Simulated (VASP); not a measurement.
# Ge4N in VASP: notebook

Ge4N is run at these levels: PBE; tasks: single point.

Everything below comes from runs of VASP 6.6.1. Logs are shortened: lines on timing, memory, paths and dates and some standing lists are left out, and cuts for length are marked.

### Step 1. The cell of the first run

The cell holds a slab with vacuum, 5 atoms: a = 4.074 Å, b = 4.074 Å, c = 19.856 Å, α = 90.00°, β = 90.00°, γ = 90.00°.

### Step 2. Single point, PBE

INCAR

```
SYSTEM = Ge4N
PREC     = Accurate       ! precision mode
ENCUT    = 520            ! plane-wave cutoff, eV
EDIFF    = 1E-7           ! SCF threshold, eV
ISMEAR   = 0              ! smearing method
SIGMA    = 0.1            ! smearing width, eV
LREAL    = .False.        ! projectors in reciprocal space
LASPH    = .True.         ! aspherical terms in the spheres
NELM     = 60             ! most SCF steps
ALGO     = Normal         ! electronic algorithm
ISIF     = 2              ! what is computed and relaxed
LWAVE    = .False.        ! write WAVECAR
LCHARG   = .False.        ! write CHGCAR
LDIPOL   = .True.       
IDIPOL   = 3            
DIPOL    = 0.5 0.5 0.347
GGA      = PE             ! functional
NBANDS   = 38             ! bands
```

KPOINTS

```
regular mesh
0
Gamma
  7 7 1
  0 0 0
```

POSCAR

```
Ge4N
1.0
    4.0740542166      0.0000000000      0.0000000000
    0.0000000000      4.0740542166      0.0000000000
    0.0000000000      0.0000000000     19.8557568530
Ge N
4 1
Direct
    0.0000000000      0.5000000000      0.2014529101
    0.0000000000      0.0000000000      0.2739958855
    0.5000000000      0.0000000000      0.3493666166
    0.5000000000      0.5000000000      0.4208228835
    0.5000000000      0.7500000000      0.4885261233
```

Potentials or basis: VASP PAW PBE potentials, release 64 (Ge_d, N).

On the command line:

```bash
cat potpaw_PBE.64/Ge_d/POTCAR potpaw_PBE.64/N/POTCAR > POTCAR
mpirun -np 1 vasp_std > vasp.out
```

OUTCAR:

```text
SYSTEM = Ge4N
   PREC = Accurate
   ENCUT = 520
   EDIFF = 1E-7
   ISMEAR = 0
   LREAL = .False.
   LASPH = .True.
   NELM = 60
   ISIF = 2
   GGA = PE

 ion  position               nearest neighbor table
   1  0.000  0.500  0.201-   2 2.49   2 2.49
   2  0.000  0.000  0.274-   1 2.49   1 2.49   3 2.53   3 2.53
   3  0.500  0.000  0.349-   4 2.48   4 2.48   2 2.53   2 2.53
   4  0.500  0.500  0.421-   5 1.69   3 2.48   3 2.48
   5  0.500  0.750  0.489-   4 1.69

  LATTYP: Found a simple tetragonal cell.
 ALAT       =     4.0740542166
 C/A-ratio  =     4.8737095280

  Lattice vectors:

 A1 = (   4.0740542166,   0.0000000000,   0.0000000000)
 A2 = (   0.0000000000,   4.0740542166,   0.0000000000)
 A3 = (   0.0000000000,   0.0000000000,  19.8557568530)

Analysis of symmetry for initial positions (statically):
=====================================================================
 Subroutine PRICEL returns:
 Original cell was already a primitive cell.

 Routine SETGRP: Setting up the symmetry group for a
 simple tetragonal supercell.

 Subroutine GETGRP returns: Found  2 space group operations
 (whereof  2 operations were pure point group operations)
 out of a pool of 16 trial point group operations.

The static configuration has the point symmetry C_1h.

Analysis of symmetry for dynamics (positions and initial velocities):
=====================================================================
 Subroutine PRICEL returns:
 Original cell was already a primitive cell.

 Routine SETGRP: Setting up the symmetry group for a
 simple tetragonal supercell.

 Subroutine GETGRP returns: Found  2 space group operations
 (whereof  2 operations were pure point group operations)
 out of a pool of 16 trial point group operations.

The dynamic configuration has the point symmetry C_1h.

 Subroutine INISYM returns: Found  2 space group operations
 (whereof  2 operations are pure point group operations),
 and found     1 'primitive' translations

----------------------------------------------------------------------------------------

                                     Primitive cell

  volume of cell :     329.5642

  direct lattice vectors                    reciprocal lattice vectors
     4.074054217  0.000000000  0.000000000     0.245455742  0.000000000  0.000000000
     0.000000000  4.074054217  0.000000000     0.000000000  0.245455742  0.000000000
     0.000000000  0.000000000 19.855756853     0.000000000  0.000000000  0.050363228

  length of vectors
     4.074054217  4.074054217 19.855756853     0.245455742  0.245455742  0.050363228

  position of ions in fractional coordinates (direct lattice)
     0.000000000  0.500000000  0.201452910
     0.000000000  0.000000000  0.273995885
     0.500000000  0.000000000  0.349366617
     0.500000000  0.500000000  0.420822884
     0.500000000  0.750000000  0.488526123

  ion indices of the primitive-cell ions
   primitive index   ion index
                 1           1
                 2           2
                 3           3
                 4           4
                 5           5

----------------------------------------------------------------------------------------

 KPOINTS: regular mesh

Automatic generation of k-mesh.
 Grid dimensions read from file:
 generate k-points for:    7    7    1

 Generating k-lattice:

  Cartesian coordinates                     Fractional coordinates (reciprocal lattice)
     0.035065106  0.000000000  0.000000000     0.142857143  0.000000000  0.000000000
     0.000000000  0.035065106  0.000000000     0.000000000  0.142857143  0.000000000
     0.000000000  0.000000000  0.050363228     0.000000000  0.000000000  1.000000000

  Length of vectors
     0.035065106  0.035065106  0.050363228

  Shift w.r.t. Gamma in fractional coordinates (k-lattice)
     0.000000000  0.000000000  0.000000000

 Subroutine IBZKPT returns following result:
 ===========================================

 Found     16 irreducible k-points:

 Following reciprocal coordinates:
            Coordinates               Weight
  0.000000  0.000000  0.000000      1.000000
  0.142857  0.000000  0.000000      2.000000
  0.000000  0.142857  0.000000      2.000000
  0.285714  0.000000  0.000000      2.000000
  0.000000  0.285714  0.000000      2.000000
  0.428571  0.000000  0.000000      2.000000
[... 8 lines left out ...]
 -0.285714  0.428571  0.000000      4.000000
  0.428571  0.428571  0.000000      4.000000
   k-points           NKPTS =     16   k-points in BZ     NKDIM =     16   number of bands    NBANDS=     38
   number of dos      NEDOS =    301   number of ions     NIONS =      5
   total plane-waves  NPLWV = 135000
   dimension x,y,z NGX =    30 NGY =   30 NGZ =  150
   dimension x,y,z NGXF=    60 NGYF=   60 NGZF=  300
   ions per type =               4   1
   NGX,Y,Z   is equivalent  to a cutoff of  12.24, 12.24, 12.56 a.u.
   NGXF,Y,Z  is equivalent  to a cutoff of  24.48, 24.48, 25.12 a.u.
 SYSTEM =  Ge4N
   PREC   = accura    normal or accurate (medium, high low for compatibility)
   ISTART =      0    job   : 0-new  1-cont  2-samecut
   ICHARG =      2    charge: 1-file 2-atom 10-const
   ISPIN  =      1    spin polarized calculation?
   LNONCOLLINEAR =      F non collinear calculations
   LSORBIT =      F    spin-orbit coupling
   LASPH  =      T    aspherical Exc in radial PAW
   ENCUT  =  520.0 eV  38.22 Ry    6.18 a.u.   7.58  7.58 36.92*2*pi/ulx,y,z
   NELM   =     60;   NELMIN=  2; NELMDL= -5     # of ELM steps
   EDIFF  = 0.1E-06   stopping-criterion for ELM
   LREAL  =      F    real-space projection
   EDIFFG = 0.1E-05   stopping-criterion for IOM
   NSW    =      0    number of steps for IOM
   IBRION =     -1    ionic relax: 0-MD 1-quasi-New 2-CG
   NFREE  =      0    steps in history (QN), initial steepest desc. (CG)
   ISIF   =      2    stress and relaxation
   ISYM   =      2    0-nonsym 1-usesym 2-fastsym
   POTIM  = 0.5000    time-step for ionic-motion
   TEBEG  =    0.0;   TEEND  =   0.0 temperature during run
   PSTRESS=    0.0 pullay stress
   NELECT =      61.0000    total number of electrons
   NUPDOWN=      -1.0000    fix difference up-down
   EMIN   =  10.00;   EMAX   =-10.00  energy-range for DOS
   EFERMI =   0.00;   METHOD = LEGACY
   ISMEAR =     0;   SIGMA  =   0.10  broadening in eV -4-tet -1-fermi 0-gaus
   EFERMI_NEDOS =   21; number of points for ismear=-14 and -15
   IALGO  =     38    algorithm
   IMIX   =      4    mixing-type and parameters
     AMIX     =   0.40;   BMIX     =  1.00
     AMIX_MAG =   1.60;   BMIX_MAG =  1.00
  volume/ion in A,a.u.               =      65.91       444.80
  Fermi-wavevector in a.u.,A,eV,Ry     =   0.932978  1.763073 11.843164  0.870448
  Thomas-Fermi vector in A             =   2.059632
   LORBIT       =      0    0 simple, 1 ext, 2 COOP (PROOUT), +10 PAW based schemes
   GGA     = PE    functional components
   LHFCALC =     F    Hartree Fock is set to
   AEXX    =    0.0000 exact exchange contribution
   IVDW    =     0    specifies the selected vdW correction
   LEPSILON=     F    determine dielectric tensor
   LRPA    =     F    only Hartree local field effects (RPA)
 non-spin polarized calculation
 Gauss-broadening in eV      SIGMA  =   0.10
  energy-cutoff  :      520.00
  volume of cell :      329.56
 maximum number of plane-waves:      8917
   NGX = 15   NGY = 15   NGZ = 73

 dipolmoment           0.000000      0.000000     -0.000011 electrons x Angstroem

 number of electron      60.9999945 magnetization

 dipolmoment           0.000000      0.000000      0.211764 electrons x Angstroem

 Free energy of the ion-electron system (eV)
  ---------------------------------------------------
  ext. energy  EPLUGINS =         0.00000000
  ---------------------------------------------------
  free energy    TOTEN  =       -21.18513707 eV

  energy without entropy =      -21.17402926  energy(sigma->0) =      -21.17958316

 E-fermi :  -2.9439     XC(G=0):  -3.9659

 val. band max:       -3.0167345222   @ k =   0.2857   0.0000   0.0000
 cond. band min:      -2.9281238954   @ k =  -0.2857   0.4286   0.0000
 fundamental gap:      0.0886106268
 Fermi energy:        -2.9439398176

 k-point     1 :       0.0000    0.0000    0.0000
  band No.  band energies     occupation
      1     -27.6592      2.00000
      2     -27.6183      2.00000
      3     -27.5786      2.00000
      4     -27.5465      2.00000
      5     -27.5358      2.00000
      6     -27.2774      2.00000
[... 30 lines left out ...]
     37       1.0493      0.00000
     38       1.8514      0.00000

 k-point     2 :       0.1429    0.0000    0.0000
  band No.  band energies     occupation
      1     -27.6594      2.00000
      2     -27.6179      2.00000
      3     -27.5781      2.00000
      4     -27.5456      2.00000
      5     -27.5359      2.00000
      6     -27.2774      2.00000
[... 30 lines left out ...]
     37       0.9978      0.00000
     38       2.0102      0.00000

 k-point     3 :       0.0000    0.1429    0.0000
  band No.  band energies     occupation
      1     -27.6598      2.00000
      2     -27.6172      2.00000
      3     -27.5792      2.00000
      4     -27.5465      2.00000
      5     -27.5355      2.00000
      6     -27.2790      2.00000
[... 30 lines left out ...]
     37       0.9748      0.00000
     38       1.7987      0.00000

 k-point     4 :       0.2857    0.0000    0.0000
  band No.  band energies     occupation
      1     -27.6599      2.00000
      2     -27.6169      2.00000
      3     -27.5752      2.00000
      4     -27.5453      2.00000
      5     -27.5361      2.00000
      6     -27.2774      2.00000
[... 30 lines left out ...]
     37       2.2770      0.00000
     38       2.4683      0.00000
[... 375 lines left out ...]
      4     -27.5454      2.00000
      5     -27.5356      2.00000
      6     -27.2826      2.00000
[... 30 lines left out ...]
     37       2.0178      0.00000
     38       2.8310      0.00000

 k-point    15 :      -0.2857    0.4286    0.0000
  band No.  band energies     occupation
      1     -27.6513      2.00000
      2     -27.6268      2.00000
      3     -27.5779      2.00000
      4     -27.5427      2.00000
      5     -27.5349      2.00000
      6     -27.2840      2.00000
[... 30 lines left out ...]
     37       2.3196      0.00000
     38       3.4389      0.00000

 k-point    16 :       0.4286    0.4286    0.0000
  band No.  band energies     occupation
      1     -27.6517      2.00000
      2     -27.6266      2.00000
      3     -27.5738      2.00000
      4     -27.5438      2.00000
      5     -27.5352      2.00000
      6     -27.2845      2.00000
[... 30 lines left out ...]
     37       2.1852      0.00000
     38       3.4522      0.00000

------------------------ aborting loop because EDIFF is reached ----------------------------------------

 vacuum level on the upper side and lower side of the slab       (xc-potential included)         1.053        -1.201

  FORCE on cell =-STRESS in cart. coord.  units (eV):
  Direction    XX          YY          ZZ          XY          YZ          ZX
  --------------------------------------------------------------------------------------
  -------------------------------------------------------------------------------------
  Total       -0.7417462      1.2921316      0.3224755      0.0000000      0.6297904      0.0000000
  in kB       -3.6060010      6.2817012      1.5677155      0.0000000      3.0617276      0.0000000
  external PRESSURE =       1.4144719 kB  Pullay stress =       0.0000000 kB

 VOLUME and BASIS-vectors are now :
 -----------------------------------------------------------------------------
  energy-cutoff  :      520.00
  volume of cell :      329.56
      direct lattice vectors                 reciprocal lattice vectors
     4.074054217  0.000000000  0.000000000     0.245455742  0.000000000  0.000000000
     0.000000000  4.074054217  0.000000000     0.000000000  0.245455742  0.000000000
     0.000000000  0.000000000 19.855756853     0.000000000  0.000000000  0.050363228

 POSITION                                       TOTAL-FORCE (eV/Angst)
 -----------------------------------------------------------------------------------
      0.00000      2.03703      4.00000         0.000000     -0.072161     -0.194571
      0.00000      0.00000      5.44040         0.000000      0.004708      0.347187
      2.03703      0.00000      6.93694         0.000000      0.434994     -0.469233
      2.03703      2.03703      8.35576         0.000000     -1.071916      0.428362
      2.03703      3.05554      9.70006         0.000000      0.704376     -0.111746
 -----------------------------------------------------------------------------------
    total drift:                                0.000000      0.000024      0.002841

  FREE ENERGIE OF THE ION-ELECTRON SYSTEM (eV)
  ---------------------------------------------------
  free  energy   TOTEN  =       -21.1851370727 eV

  energy  without entropy=      -21.1740292564  energy(sigma->0) =      -21.17958316

 vacuum level on the upper side and lower side of the slab         4.263         1.942
```

It took 3.9 min on 1 thread of Intel Xeon 6975P-C (Granite Rapids), shared host; peak memory 0.44 GiB.

Results:

* Free energy: -21.1851 eV
* Largest force: 1.154 eV/Å

Forces on the atoms (eV/Å):
```
Ge   0.000 -0.072 -0.195
Ge   0.000  0.005  0.347
Ge   0.000  0.435 -0.469
Ge   0.000 -1.072  0.428
N    0.000  0.704 -0.112
```

Levels at points of the mesh, in eV from the Fermi level:
| k point | band 27 | band 28 | band 29 | band 30 | band 31 | band 32 | band 33 | band 34 |
| --- | --- | --- | --- | --- | --- | --- | --- | --- |
| (0.00, 0.00, 0.00) | -1.82 | -1.01 | -0.83 | -0.71 | 0.52 | 1.58 | 1.80 | 1.94 |

### Step 3. Single point, PBE

INCAR

```
  ALGO = Normal
  DIPOL = 0.5 0.5 0.347
  EDIFF = 1E-6
  ENCUT = 520
  GGA = PE
  IDIPOL = 3
  ISIF = 2
  ISMEAR = 0
  LASPH = T
  LCHARG = F
  LDIPOL = T
  LREAL = F
  LWAVE = F
  NBANDS = 38
  NELM = 60
  PREC = Accurate
  SIGMA = 0.1
```

KPOINTS

```
k-points
0
Gamma
  7 7 1
```

Changes to POSCAR since step 2:

```diff
@@ -12,2 +12,2 @@
     0.5000000000      0.5000000000      0.4208228835
-    0.5000000000      0.7500000000      0.4885261233
+    0.7500000000      0.5000000000      0.4900343567
```

Potentials or basis: VASP PAW PBE potentials, release 64 (Ge_d, N).

On the command line:

```bash
cat potpaw_PBE.64/Ge_d/POTCAR potpaw_PBE.64/N/POTCAR > POTCAR
mpirun -np 1 vasp_std > vasp.out
```

It took 3.4 min on 1 thread of Intel Xeon 6975P-C (Granite Rapids), shared host; peak memory 0.44 GiB.

Results (log left out):

- Free energy: -21.0894 eV
- Largest force: 0.713 eV/Å

Forces on the atoms (eV/Å):
```
Ge   0.074  0.000 -0.150
Ge  -0.101  0.000  0.362
Ge  -0.194  0.000 -0.686
Ge  -0.138  0.000  0.548
N    0.358  0.000 -0.074
```

Levels at points of the mesh, in eV from the Fermi level:
| k point | band 28 | band 29 | band 30 | band 31 | band 32 | band 33 |
| --- | --- | --- | --- | --- | --- | --- |
| (0.00, 0.00, 0.00) | -0.80 | -0.48 | -0.21 | 0.81 | 1.38 | 1.83 |
